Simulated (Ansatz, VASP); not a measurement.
Si16O in VASP and in Ansatz

```xyz
17
Lattice="0.0000 5.4338 -5.4338 5.4338 5.4338 0.0000 5.4338 0.0000 -5.4338" Properties=species:S:1:pos:R:3 pbc="T T T"
Si    1.0166    1.4126   -1.5117
Si    4.0585    4.1179   -1.3344
Si    1.3895    3.8449   -3.8003
Si    3.8043    6.9395   -4.2022
Si    4.1048    1.3037   -4.0491
Si    6.6866    4.1743   -4.0526
Si    4.0517    4.0926   -6.7514
Si    6.7434    6.8249   -6.7365
Si    5.1358    5.5342   -2.9111
Si    2.7959    2.5143   -2.5091
Si    5.4068    8.2024   -5.3777
Si    2.7004    5.1616   -5.1996
Si    8.1143    5.4546   -5.4103
Si    5.3796    2.7655   -5.3965
Si    8.0258    8.2491   -8.0982
Si    5.4633    5.3976   -8.0947
O     1.3317    0.0468   -0.6356
```

Alike in both runs: functional PBEsol; k mesh 3 × 3 × 3; occupations gaussian, width 0.02 eV; no spin polarisation.

Ansatz relaxed the structure, and its values are those at the end. VASP's run is a single point on that final structure, the one shown.

```csv
,VASP,Ansatz
version,VASP 6.6.1,Ansatz 0.2.0
potentials or method,"VASP PAW PBE potentials, release 64 (Si, O), cutoff 520 eV","scalar-relativistic, plane waves, PAW"
valence electrons in the cell,70,70
```

```tsv
	VASP	Ansatz	Ansatz less VASP
gap on the k mesh at the Fermi level (eV)	0.40	0.41	+0.007
least direct gap on the mesh (eV)	0.40	0.41	+0.007
rms of the force components (eV/Å)	0.021	0.001	-0.0201
```

VASP's potentials were made for PBE, not for PBEsol.
